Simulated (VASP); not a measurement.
# Mo2Cl3 (P-3m1) in VASP: notebook, part 2 of 2

VASP 6.6.1. Earlier steps stand in the parts before.

## (3) Single point, PBE, collinear spin

This run uses another cell than the first one, of 22.30 Å³/atom.

Contents of INCAR:

```
SYSTEM = Mo2Cl3
PREC     = Accurate       ! precision mode
ENCUT    = 520            ! plane-wave cutoff, eV
EDIFF    = 1E-7           ! SCF threshold, eV
ISMEAR   = 0              ! smearing method
SIGMA    = 0.1            ! smearing width, eV
LREAL    = .False.        ! projectors in reciprocal space
LASPH    = .True.         ! aspherical terms in the spheres
NELM     = 150            ! most SCF steps
ALGO     = Normal         ! electronic algorithm
ISIF     = 2              ! what is computed and relaxed
LWAVE    = .False.        ! write WAVECAR
LCHARG   = .False.        ! write CHGCAR
ISPIN    = 2              ! spin polarisation
MAGMOM   = 3.27 3.27 0.16 0.15 0.15 ! initial moments
LORBIT   = 11             ! projections on sites
LMAXMIX  = 4              ! l up to which the mixer works
GGA      = PE             ! functional
NBANDS   = 36             ! bands
```

Contents of KPOINTS:

```
Automatic mesh
0
Gamma
  6 6 4
  0 0 0
```

Contents of POSCAR:

```
Mo2Cl3
1.0
    3.7783001898      0.0000000000      0.0000000000
   -1.8891500949      3.2721039475      0.0000000000
    0.0000000000      0.0000000000      9.0185440019
Mo Cl
2 3
Direct
    0.3333333333      0.6666666667      0.1058181525
    0.6666666667      0.3333333333      0.8941818475
    0.0000000000      0.0000000000      0.0000000000
    0.3333333333      0.6666666667      0.7144597559
    0.6666666667      0.3333333333      0.2855402441
```

Potentials or basis: VASP PAW PBE potentials, release 64 (Mo_sv, Cl).

Command:

```
$ cat potpaw_PBE.64/Mo_sv/POTCAR potpaw_PBE.64/Cl/POTCAR > POTCAR
$ mpirun -np 1 vasp_std > vasp.out
```

OUTCAR:

```text
SYSTEM = Mo2Cl3
   PREC = Accurate
   ENCUT = 520
   EDIFF = 1E-7
   ISMEAR = 0
   LREAL = .False.
   LASPH = .True.
   NELM = 150
   ISIF = 2
   ISPIN = 2
   LORBIT = 11
   GGA = PE

 ion  position               nearest neighbor table
   1  0.333  0.667  0.106-   3 2.38   3 2.38   3 2.38   5 2.72   5 2.72   5 2.72   2 2.90   2 2.90
                             2 2.90
   2  0.667  0.333  0.894-   3 2.38   3 2.38   3 2.38   4 2.72   4 2.72   4 2.72   1 2.90   1 2.90
                             1 2.90
   3  0.000  0.000  0.000-   1 2.38   2 2.38   2 2.38   1 2.38   2 2.38   1 2.38
   4  0.333  0.667  0.714-   2 2.72   2 2.72   2 2.72
   5  0.667  0.333  0.286-   1 2.72   1 2.72   1 2.72

  LATTYP: Found a hexagonal cell.
 ALAT       =     3.7783001898
 C/A-ratio  =     2.3869315695

  Lattice vectors:

 A1 = (   3.7783001898,   0.0000000000,   0.0000000000)
 A2 = (  -1.8891500949,   3.2721039475,   0.0000000000)
 A3 = (   0.0000000000,   0.0000000000,   9.0185440019)

Analysis of symmetry for initial positions (statically):
=====================================================================
 Subroutine PRICEL returns:
 Original cell was already a primitive cell.

 Routine SETGRP: Setting up the symmetry group for a
 hexagonal supercell.

 Subroutine GETGRP returns: Found 12 space group operations
 (whereof 12 operations were pure point group operations)
 out of a pool of 24 trial point group operations.

The static configuration has the point symmetry D_3d.

Analysis of symmetry for dynamics (positions and initial velocities):
=====================================================================
 Subroutine PRICEL returns:
 Original cell was already a primitive cell.

 Routine SETGRP: Setting up the symmetry group for a
 hexagonal supercell.

 Subroutine GETGRP returns: Found 12 space group operations
 (whereof 12 operations were pure point group operations)
 out of a pool of 24 trial point group operations.

The dynamic configuration has the point symmetry D_3d.

Analysis of structural, dynamic, and magnetic symmetry:
=====================================================================
 Subroutine PRICEL returns:
 Original cell was already a primitive cell.

 Routine SETGRP: Setting up the symmetry group for a
 hexagonal supercell.

 Subroutine GETGRP returns: Found 12 space group operations
 (whereof 12 operations were pure point group operations)
 out of a pool of 24 trial point group operations.

The overall configuration has the point symmetry D_3d.

 Subroutine INISYM returns: Found 12 space group operations
 (whereof 12 operations are pure point group operations),
 and found     1 'primitive' translations

----------------------------------------------------------------------------------------

                                     Primitive cell

  volume of cell :     111.4962

  direct lattice vectors                    reciprocal lattice vectors
     3.778300190  0.000000000  0.000000000     0.264669282  0.152806881  0.000000000
    -1.889150095  3.272103948  0.000000000     0.000000000  0.305613763  0.000000000
[... 89 lines left out ...]
   NELM   =    150;   NELMIN=  2; NELMDL= -5     # of ELM steps
   EDIFF  = 0.1E-06   stopping-criterion for ELM
   LREAL  =      F    real-space projection
   EDIFFG = 0.1E-05   stopping-criterion for IOM
   NSW    =      0    number of steps for IOM
   IBRION =     -1    ionic relax: 0-MD 1-quasi-New 2-CG
   NFREE  =      0    steps in history (QN), initial steepest desc. (CG)
   ISIF   =      2    stress and relaxation
   ISYM   =      2    0-nonsym 1-usesym 2-fastsym
   POTIM  = 0.5000    time-step for ionic-motion
   TEBEG  =    0.0;   TEEND  =   0.0 temperature during run
   PSTRESS=    0.0 pullay stress
   NELECT =      49.0000    total number of electrons
   NUPDOWN=      -1.0000    fix difference up-down
   EMIN   =  10.00;   EMAX   =-10.00  energy-range for DOS
   EFERMI =   0.00;   METHOD = LEGACY
   ISMEAR =     0;   SIGMA  =   0.10  broadening in eV -4-tet -1-fermi 0-gaus
   EFERMI_NEDOS =   21; number of points for ismear=-14 and -15
   IALGO  =     38    algorithm
   IMIX   =      4    mixing-type and parameters
     AMIX     =   0.40;   BMIX     =  1.00
     AMIX_MAG =   1.60;   BMIX_MAG =  1.00
  volume/ion in A,a.u.               =      22.30       150.48
  Fermi-wavevector in a.u.,A,eV,Ry     =   1.244668  2.352082 21.078125  1.549198
  Thomas-Fermi vector in A             =   2.378925
   LORBIT       =     11    0 simple, 1 ext, 2 COOP (PROOUT), +10 PAW based schemes
   GGA     = PE    functional components
   LHFCALC =     F    Hartree Fock is set to
   AEXX    =    0.0000 exact exchange contribution
   IVDW    =     0    specifies the selected vdW correction
   LEPSILON=     F    determine dielectric tensor
   LRPA    =     F    only Hartree local field effects (RPA)
 spin polarized calculation
 Gauss-broadening in eV      SIGMA  =   0.10
  energy-cutoff  :      520.00
  volume of cell :      111.50
 maximum number of plane-waves:      3027
   NGX = 15   NGY = 15   NGZ = 33

 number of electron      49.0000001 magnetization       0.9144582

 Free energy of the ion-electron system (eV)
  ---------------------------------------------------
  ext. energy  EPLUGINS =         0.00000000
  ---------------------------------------------------
  free energy    TOTEN  =       -26.38479679 eV

  energy without entropy =      -26.36679800  energy(sigma->0) =      -26.37579740

 E-fermi :   5.7253     XC(G=0):  -9.4036

 val. band max:        5.6820226543   @ k =   0.3333   0.0000   0.2500
 cond. band min:       5.7258975610   @ k =   0.0000   0.0000   0.0000
 fundamental gap:      0.0438749067
 Fermi energy:         5.7253236859

 spin component 1

 k-point     1 :       0.0000    0.0000    0.0000
  band No.  band energies     occupation
      1     -55.7188      1.00000
      2     -55.6275      1.00000
      3     -29.9840      1.00000
      4     -29.9434      1.00000
      5     -29.9434      1.00000
      6     -29.7779      1.00000
[... 925 lines left out ...]
     35      12.8253      0.00000
     36      13.0889      0.00000
 Fermi energy:         5.7253236859

 spin component 2

 k-point     1 :       0.0000    0.0000    0.0000
  band No.  band energies     occupation
      1     -55.4618      1.00000
      2     -55.3702      1.00000
      3     -29.6944      1.00000
      4     -29.6664      1.00000
      5     -29.6664      1.00000
      6     -29.4989      1.00000
[... 925 lines left out ...]
     35      12.8873      0.00000
     36      13.1099      0.00000

------------------------ aborting loop because EDIFF is reached ----------------------------------------

  FORCE on cell =-STRESS in cart. coord.  units (eV):
  Direction    XX          YY          ZZ          XY          YZ          ZX
  --------------------------------------------------------------------------------------
  -------------------------------------------------------------------------------------
  Total        0.0528651      0.0528651     -0.0979849      0.0000000      0.0000000      0.0000000
  in kB        0.7596614      0.7596614     -1.4080233      0.0000000      0.0000000      0.0000000
  external PRESSURE =       0.0370998 kB  Pullay stress =       0.0000000 kB

 VOLUME and BASIS-vectors are now :
 -----------------------------------------------------------------------------
  energy-cutoff  :      520.00
  volume of cell :      111.50
      direct lattice vectors                 reciprocal lattice vectors
     3.778300190  0.000000000  0.000000000     0.264669282  0.152806881  0.000000000
    -1.889150095  3.272103948  0.000000000     0.000000000  0.305613763  0.000000000
     0.000000000  0.000000000  9.018544002     0.000000000  0.000000000  0.110882644

 POSITION                                       TOTAL-FORCE (eV/Angst)
 -----------------------------------------------------------------------------------
     -0.00000      2.18140      0.95433         0.000000      0.000000      0.018999
      1.88915      1.09070      8.06422         0.000000      0.000000     -0.018999
      0.00000      0.00000      0.00000         0.000000      0.000000      0.000000
     -0.00000      2.18140      6.44339        -0.000000      0.000000      0.017008
      1.88915      1.09070      2.57516        -0.000000      0.000000     -0.017008
 -----------------------------------------------------------------------------------
    total drift:                                0.000000     -0.000000      0.000000

  FREE ENERGIE OF THE ION-ELECTRON SYSTEM (eV)
  ---------------------------------------------------
  free  energy   TOTEN  =       -26.3847967938 eV

  energy  without entropy=      -26.3667980050  energy(sigma->0) =      -26.37579740

 total charge

# of ion       s       p       d       tot
------------------------------------------
    1        2.216   6.104   4.092  12.411
    2        2.216   6.104   4.092  12.411
    3        1.575   3.454   0.000   5.029
    4        1.599   3.492   0.000   5.092
    5        1.599   3.492   0.000   5.092
--------------------------------------------------
tot          9.205  22.647   8.183  40.035

 magnetization (x)

# of ion       s       p       d       tot
------------------------------------------
    1        0.005   0.006   0.382   0.393
    2        0.005   0.006   0.382   0.393
    3       -0.002  -0.017   0.000  -0.019
    4        0.001   0.012   0.000   0.013
    5        0.001   0.012   0.000   0.013
--------------------------------------------------
tot          0.011   0.019   0.763   0.793
```

Run time: 1.8 min. Hardware: 1 thread of AMD EPYC 9R45 (Zen 5), shared host; peak memory 0.31 GiB.

What came out:

- Free energy: -26.3848 eV
- Pressure: 0.0 GPa
- Largest force: 0.019 eV/Å
- Net moment: 0.91 μB per cell
- Site moments: Mo +0.39; Cl -0.02, +0.01 (each value once) μB
- Valence electrons inside the program's atomic spheres: Mo 12.41; Cl 5.03, 5.09 (each value once)

Forces on the atoms (eV/Å):
```
Mo   0.000  0.000  0.019
Mo   0.000  0.000 -0.019
Cl   0.000  0.000  0.000
Cl   0.000  0.000  0.017
Cl   0.000  0.000 -0.017
```

Caveat: this functional lacks dispersion, which binds the layers, so the pressure and a relaxed spacing across them are unreliable.
